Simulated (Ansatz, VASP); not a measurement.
# PbF2: VASP beside Ansatz

```
Pb F
1.0
     6.42689    0.00000    0.00000
     0.00000    3.89098    0.00000
     0.00000    0.00000    7.63574
Pb F
4 8
Direct
  0.75600 0.75000 0.10300
  0.24400 0.25000 0.89700
  0.74400 0.25000 0.60300
  0.25600 0.75000 0.39700
  0.14200 0.75000 0.08500
  0.85800 0.25000 0.91500
  0.35800 0.25000 0.58500
  0.64200 0.75000 0.41500
  0.55100 0.75000 0.81400
  0.44900 0.25000 0.18600
  0.94900 0.25000 0.31400
  0.05100 0.75000 0.68600
```

Alike in both runs: task relaxation of cell and atoms; functional PBEsol; k mesh 4 × 6 × 4; occupations gaussian, width 0.02 eV; no spin polarisation.

```csv
,VASP,Ansatz
version,VASP 6.6.1,Ansatz 0.2.0
potentials or method,"VASP PAW PBE potentials, release 64 (Pb_d, F), cutoff 600 eV","scalar-relativistic, plane waves, PAW"
valence electrons in the cell,112,112
```

Ansatz gave:

```
gap on the k mesh at the Fermi level, each at its own relaxed structure (eV) : 4.22
relaxed volume (Å³/atom)                                                     : 15.81
relaxed cell length with the largest relative difference (Å)                 : 7.663
```

Question: What did VASP give for the same quantities?

Answer: gap on the k mesh at the Fermi level, each at its own relaxed structure (eV): 4.20; relaxed volume (Å³/atom): 15.72; relaxed cell length with the largest relative difference (Å): 7.647.

VASP's potentials were made for PBE, not for PBEsol.

Neither program's run includes spin-orbit coupling.
